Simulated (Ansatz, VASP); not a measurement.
## Nb in VASP and in Ansatz

```
CELL_PARAMETERS angstrom
0.00000 2.14283 2.14283
2.14283 0.00000 2.14283
2.14283 2.14283 0.00000
ATOMIC_POSITIONS crystal
Nb 0.00000 0.00000 0.00000
```

Change from the starting cell: volume scaled by 1.04, crystal datasets.

Alike in both runs: task electric field gradients; functional PBEsol; k mesh 13 × 13 × 13; occupations fermi-dirac, width 0.08 eV; no spin polarisation.

|  | VASP | Ansatz |
| --- | --- | --- |
| version | VASP 6.6.1 | Ansatz 0.2.0 |
| potentials or method | VASP PAW PBE potentials, release 64 (Nb_sv), cutoff 520 eV | all-electron PAW with datasets made for the crystal, scalar-relativistic |

|  | VASP | Ansatz | Ansatz less VASP |
| --- | --- | --- | --- |
| pressure (GPa) | -12.4 | -12.1 | +0.24 |

VASP's potentials were made for PBE, not for PBEsol. Ansatz ran all-electron here, and VASP with PAW potentials.
